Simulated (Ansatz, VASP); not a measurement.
**CuI3 in VASP and in Ansatz**

```
Cu I
1.0
     5.58969    0.00000    0.00000
     0.00000    5.58969    0.00000
     0.00000    0.00000    5.58969
Cu I
1 3
Direct
  0.00000 0.00000 0.00000
  0.50000 0.00000 0.00000
  0.00000 0.00000 0.50000
  0.00000 0.50000 0.00000
```

Alike in both runs: task single point; functional PBE; k mesh 6 × 6 × 6; occupations gaussian, width 0.05 eV; collinear spin; Hubbard terms Cu d U = 4.0 eV.

```csv
,VASP,Ansatz
version,VASP 6.6.1,Ansatz 0.2.0
potentials or method,"VASP PAW PBE potentials, release 64 (Cu, I), cutoff 520 eV","scalar-relativistic, plane waves, PAW"
valence electrons in the cell,32,70
```

```tsv
	VASP	Ansatz	Ansatz less VASP
pressure (GPa)	-1.5	-1.3	+0.12
```

The programs project onto different local orbitals, so the same U acts differently, and such runs can settle in different states. VASP's potentials hold 32 valence electrons a cell and Ansatz's 70, so a difference there can come from the potentials and not from the codes. Ansatz's warnings: filled band counts differ across k points, seeded moment not kept.

Spin-orbit coupling is off throughout.
